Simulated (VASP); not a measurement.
Write the native input for VASP 6.6.1 that does the following.

```
Task                   : single point
Functional             : PBE
Potentials or basis    : VASP PAW PBE potentials, release 64 (Li_sv, Sc_sv, S)
Cutoff                 : 520 eV
k mesh                 : 6 × 4 × 6
Occupations            : gaussian, width 0.2 eV
Spin                   : no spin polarisation
Dipole correction      : no
Further INCAR settings : ALGO = Normal; EDIFF = 1e-06; NBANDS = 40
```

The structure of Li2ScS2 lies in POSCAR:

```
Li2ScS2
1.0
   -3.6751635135      0.0006683262      0.0022850698
   -0.0011922994      6.3637698124     -0.0048871585
    1.8423372716     -1.0557378268     -6.9837565647
Li Sc S
4 2 4
Direct
    0.4469560962      0.8154870345      0.8917061022
    0.9438225497      0.3147218971      0.8911951950
    0.0547714201      0.6845298955      0.1084029868
    0.5534333774      0.1850217629      0.1086151636
    0.2500916517      0.7498832591      0.5001009235
    0.7503063903      0.2501553943      0.4999972991
    0.6328298415      0.8776016871      0.2656550678
    0.1324190832      0.3776485450      0.2656218989
    0.8679611059      0.6224239409      0.7343401154
    0.3674084838      0.1225265838      0.7343652476
```

The input as run:

INCAR

```
SYSTEM = Li2ScS2
PREC = Accurate
ENCUT = 520
EDIFF = 1E-6
ISMEAR = 0
SIGMA = 0.2
LREAL = .False.
LASPH = .True.
NELM = 100
ALGO = Normal
ISIF = 2
LWAVE = .False.
LCHARG = .False.
GGA = PE
NBANDS = 40
```

KPOINTS

```
Automatic mesh
0
Gamma
  6 4 6
  0 0 0
```

Potentials or basis: VASP PAW PBE potentials, release 64 (Li_sv, Sc_sv, S).

The run is started by

```console
$ cat potpaw_PBE.64/Li_sv/POTCAR potpaw_PBE.64/Sc_sv/POTCAR potpaw_PBE.64/S/POTCAR > POTCAR
$ mpirun -np 1 vasp_std > vasp.out
```

Results of the run:

The largest force is 0.038 eV/Å and the band gap on the k mesh is zero (bands 29 and 30 overlap by 0.91 eV).

It took 8.3 min on 1 thread of Intel(R) Xeon(R) Platinum 8375C CPU @ 2.90GHz (Ice Lake), with other jobs on the host, peak memory 0.51 GiB.
